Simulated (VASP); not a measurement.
**Al2Cu: single point with PBEsol**

Al2Cu:

```
CELL_PARAMETERS angstrom
4.10518 0.00000 0.00000
0.00000 4.10518 0.00000
0.00000 0.00000 2.89131
ATOMIC_POSITIONS crystal
Al 0.50000 0.00000 0.50000
Al 0.00000 0.50000 0.50000
Cu 0.00000 0.00000 0.00000
```

```
Program                : VASP 6.6.1
Task                   : single point
Functional             : PBEsol
Potentials or basis    : VASP PAW PBE potentials, release 64 (Al, Cu)
Cutoff                 : 520 eV
k mesh                 : 2 × 2 × 4
Occupations            : gaussian, width 0.1 eV
Spin                   : no spin polarisation
Dipole correction      : no
Further INCAR settings : ALGO = Normal; EDIFF = 1e-06; NBANDS = 16
```

The pressure is 1.6 GPa and the band gap on the k mesh is zero (an odd number of electrons rules out a gap without spin polarisation).

Stress tensor (GPa, compression positive):
```
-1.06  0.00  0.00
 0.00 -1.06  0.00
 0.00  0.00  6.95
```

Levels at points of the mesh, in eV from the Fermi level:
```
           k point  band 5  band 6  band 7  band 8  band 9  band 10  band 11  band 12  band 13  band 14
(0.00, 0.00, 0.00)   -4.50   -4.50   -2.85   -2.85   -0.58     0.35     5.46     5.66     5.66     6.56
(0.50, 0.00, 0.00)   -4.78   -4.53   -4.49   -1.53    1.05     1.21     1.42     6.86     7.87     8.69
(0.50, 0.50, 0.00)   -4.83   -4.66   -4.53   -4.53   -2.93     8.04     8.04     8.79     9.41     9.59
(0.00, 0.00, 0.50)   -5.24   -4.53   -3.48    2.01    2.05     2.05     2.24     2.24     2.61     3.16
(0.50, 0.00, 0.50)   -4.62   -4.60   -3.57   -2.97   -2.20     3.16     3.48     3.90     4.46     5.48
(0.50, 0.50, 0.50)   -4.38   -3.93   -2.76   -2.76   -1.42    -1.37    -0.55    -0.55     1.83    11.15
```

It took 9.9 s on 1 thread of Intel Xeon 8259CL, on a shared host, peak memory 0.16 GiB.

Caveat: the k points lie up to 0.77 Å⁻¹ apart, too coarse for converged energies and pressures of a metal; the PAW data sets were made with another functional, which shifts forces and pressure a little.
